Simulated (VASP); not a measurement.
# HfBi3O (P6/mmm) in VASP: further runs, part 4 of 4

VASP 6.6.1. Earlier steps stand in the parts before.

## 7. Relaxation of cell and atoms, PBE

Input file INCAR:

```
SYSTEM = HfBi3O
PREC = Accurate
ENCUT = 600
EDIFF = 1E-7
ISMEAR = 0
SIGMA = 0.1
LREAL = .FALSE.
LASPH = .TRUE.
NELM = 80
ALGO = Normal
ISIF = 3
LWAVE = .FALSE.
LCHARG = .FALSE.
GGA = PE
IBRION = 2
NSW = 100
EDIFFG = -0.01
```

Input file KPOINTS:

```
Automatic mesh
0
G
  6 6 10
  0 0 0
```

Input file POSCAR:

```
HfBi3O
1.0
    6.6213370718      0.0000000000      0.0000000000
   -3.3106685359      5.7342461112      0.0000000000
    0.0000000000      0.0000000000      3.8695805454
Hf Bi O
1 3 1
Direct
    0.0000000000      0.0000000000      0.0000000000
    0.5000000000      0.0000000000      0.0000000000
    0.0000000000      0.5000000000      0.0000000000
    0.5000000000      0.5000000000      0.0000000000
    0.0000000000      0.0000000000      0.5000000000
```

Potentials or basis: VASP PAW PBE potentials, release 64 (Hf_pv, Bi_d, O).

Run with:

```bash
$ cat potpaw_PBE.64/Hf_pv/POTCAR potpaw_PBE.64/Bi_d/POTCAR potpaw_PBE.64/O/POTCAR > POTCAR
$ mpirun -np 1 vasp_std > vasp.out
```

OUTCAR:

```text
SYSTEM = HfBi3O
   PREC = Accurate
   ENCUT = 600
   EDIFF = 1E-7
   ISMEAR = 0
   LREAL = .FALSE.
   LASPH = .TRUE.
   NELM = 80
   ISIF = 3
   GGA = PE
   IBRION = 2
   NSW = 100
   EDIFFG = -0.01

 ion  position               nearest neighbor table
   1  0.000  0.000  0.000-   5 1.93   5 1.93   2 3.31   2 3.31   4 3.31   3 3.31   3 3.31   4 3.31

   2  0.500  0.000  0.000-   1 3.31   1 3.31   4 3.31   4 3.31   3 3.31   3 3.31
   3  0.000  0.500  0.000-   4 3.31   4 3.31   1 3.31   1 3.31   2 3.31   2 3.31
   4  0.500  0.500  0.000-   3 3.31   3 3.31   1 3.31   2 3.31   2 3.31   1 3.31
   5  0.000  0.000  0.500-   1 1.93   1 1.93

  LATTYP: Found a hexagonal cell.
 ALAT       =     6.6213370718
 C/A-ratio  =     0.5844107472

  Lattice vectors:

 A1 = (   6.6213370718,   0.0000000000,   0.0000000000)
 A2 = (  -3.3106685359,   5.7342461112,   0.0000000000)
 A3 = (   0.0000000000,   0.0000000000,   3.8695805454)

Analysis of symmetry for initial positions (statically):
=====================================================================
 Subroutine PRICEL returns:
 Original cell was already a primitive cell.
[... 177 lines left out ...]

  energy without entropy =      -30.04760918  energy(sigma->0) =      -30.06009741

------------------------ aborting loop because EDIFF is reached ----------------------------------------

  FORCE on cell =-STRESS in cart. coord.  units (eV):
  Direction    XX          YY          ZZ          XY          YZ          ZX
  --------------------------------------------------------------------------------------
  -------------------------------------------------------------------------------------
  Total       -0.1251963     -0.1251963     -1.0786534      0.0000000     -0.0000000      0.0000000
  in kB       -1.3652627     -1.3652627    -11.7626882      0.0000000     -0.0000000      0.0000000
  external PRESSURE =      -4.8310712 kB  Pullay stress =       0.0000000 kB
[... 143 lines left out ...]
--------------------------------------- Ionic step        5  -------------------------------------------

 number of electron      61.0000012 magnetization

 Free energy of the ion-electron system (eV)
  ---------------------------------------------------
  ext. energy  EPLUGINS =         0.00000000
  ---------------------------------------------------
  free energy    TOTEN  =       -30.07525356 eV

  energy without entropy =      -30.05051681  energy(sigma->0) =      -30.06288518

 E-fermi :   5.2193     XC(G=0):  -9.5568

 val. band max:        5.2171637408   @ k =   0.3333  -0.0000   0.4000
 cond. band min:       5.2194529590   @ k =   0.0000   0.0000   0.3000
 fundamental gap:      0.0022892182
 Fermi energy:         5.2192825005

 k-point     1 :       0.0000    0.0000    0.0000
  band No.  band energies     occupation
      1     -26.3598      2.00000
      2     -26.3598      2.00000
      3     -26.3276      2.00000
      4     -17.6602      2.00000
      5     -17.5858      2.00000
      6     -17.5858      2.00000
[... 925 lines left out ...]
     35       8.4006      0.00000
     36       8.6652      0.00000

 [... further k-points ...]
[... 5 lines left out ...]
  --------------------------------------------------------------------------------------
  -------------------------------------------------------------------------------------
  Total        0.0161421      0.0161421      0.0214808      0.0000000     -0.0000000      0.0000000
  in kB        0.1769006      0.1769006      0.2354078      0.0000000     -0.0000000      0.0000000
  external PRESSURE =       0.1964030 kB  Pullay stress =       0.0000000 kB
[... 20 lines left out ...]
  FREE ENERGIE OF THE ION-ELECTRON SYSTEM (eV)
  ---------------------------------------------------
  free  energy   TOTEN  =       -30.0752535570 eV

  energy  without entropy=      -30.0505168054  energy(sigma->0) =      -30.06288518

 reached required accuracy - stopping structural energy minimisation
```

CONTCAR:

```text
HfBi3O
   1.00000000000000
     6.6215444590244292    0.0000000000000000    0.0000000000000000
    -3.3107722295122146    5.7344257138047761    0.0000000000000000
     0.0000000000000000   -0.0000000000000000    3.8502682189592305
  Hf              Bi              O
     1     3     1
Direct
     0.0000000000000000    0.0000000000000000    1.0000000000000000
     0.5000000000000000    1.0000000000000000    0.0000000000000000
     0.0000000000000000    0.5000000000000000    1.0000000000000000
     0.5000000000000000    0.5000000000000000    0.0000000000000000
     0.0000000000000000    1.0000000000000000    0.5000000000000000

  0.00000000E+00  0.00000000E+00  0.00000000E+00
  0.00000000E+00  0.00000000E+00  0.00000000E+00
  0.00000000E+00  0.00000000E+00  0.00000000E+00
  0.00000000E+00  0.00000000E+00  0.00000000E+00
  0.00000000E+00  0.00000000E+00  0.00000000E+00
```

It took 8 min on 1 thread of Intel Xeon 6975P-C (Granite Rapids), shared host; peak memory 0.47 GiB.

What came out:

- Free energy: -30.0753 eV
- Relaxed volume: 29.24 Å³/atom
- Relaxed cell: a = 6.622 Å, b = 6.622 Å, c = 3.850 Å, α = 90.00°, β = 90.00°, γ = 120.00°
- Space group after relaxing (to 0.1 Å): P6/mmm (No. 191)
- Energy gained by relaxing: 0.5 meV/atom
- Ionic steps: 5
- Pressure after relaxing: 0.0 GPa
- Band gap on the k mesh: zero (an odd number of electrons rules out a gap without spin polarisation)

Step by step:
| step | energy change (eV) | largest force (eV/Å) | pressure (GPa) | volume (Å³) |
| --- | --- | --- | --- | --- |
| 1 | 0.0000 | 0.0000 | -0.48 | 146.92 |
| 2 | 0.0014 | 0.0000 | 0.72 | 145.04 |
| 3 | -0.0026 | 0.0000 | 0.04 | 146.08 |
| 4 | -0.0026 | 0.0000 | 0.05 | 146.06 |
| 5 | -0.0027 | 0.0000 | 0.02 | 146.20 |

Final structure:
```cif
data_structure
_symmetry_space_group_name_H-M 'P 1'
_symmetry_Int_Tables_number 1
_cell_length_a 6.6215
_cell_length_b 6.6215
_cell_length_c 3.8503
_cell_angle_alpha 90.000
_cell_angle_beta 90.000
_cell_angle_gamma 120.000
_cell_volume 146.20
loop_
_atom_site_label
_atom_site_type_symbol
_atom_site_fract_x
_atom_site_fract_y
_atom_site_fract_z
_atom_site_occupancy
Hf1 Hf 0.00000 0.00000 0.00000 1
Bi1 Bi 0.50000 0.00000 0.00000 1
Bi2 Bi 0.00000 0.50000 0.00000 1
Bi3 Bi 0.50000 0.50000 0.00000 1
O1 O 0.00000 0.00000 0.50000 1
```

Caveat: spin-orbit coupling is left out, which moves the levels of the heavy elements; an odd number of electrons without spin polarisation forces a metal; a magnetic or distorted state may lie lower.

## 8. Summary

| task | cell | k mesh | cutoff (eV) | gap on the mesh (eV) | pressure (GPa) | relaxed volume (Å³/atom) |
| --- | --- | --- | --- | --- | --- | --- |
| relaxation of cell and atoms | relaxed from a = 6.621, b = 6.621, c = 3.870 Å, angles 90.0, 90.0, 120.0°, 5 atoms | 6 × 6 × 10 | 600 | none | 0.0 | 29.24 |
| single point | a = 6.621, b = 6.621, c = 3.870 Å, angles 90.0, 90.0, 120.0°, 5 atoms | 3 × 3 × 4 | 520 | none | -0.5 | - |
| single point | a = 6.780, b = 6.780, c = 3.778 Å, angles 90.0, 90.0, 120.0°, 5 atoms | 6 × 6 × 2 | 520 | none | -0.2 | - |
| relaxation of cell and atoms | relaxed from a = 6.780, b = 6.780, c = 3.778 Å, angles 90.0, 90.0, 120.0°, 5 atoms | 3 × 3 × 4 | 600 | none | 0.0 | 29.16 |
| single point | a = 6.627, b = 6.627, c = 3.861 Å, angles 90.0, 90.0, 120.0°, 5 atoms | 6 × 6 × 10 | 520 | none | -0.4 | - |

Alike in all rows: level PBE; potentials or basis VASP PAW PBE potentials, release 64 (Hf_pv, Bi_d, O); no spin polarisation; smearing gaussian 0.1 eV.

Caveats: some runs use coarse meshes; spin-orbit coupling is left out, which moves the levels of the heavy elements; an odd number of electrons without spin polarisation forces a metal; a magnetic or distorted state may lie lower.

Total energies depend on the potentials used, so only differences within one code and one set of settings carry meaning.

The gap in the log of VASP goes by the Fermi energy; the results here count the filled bands.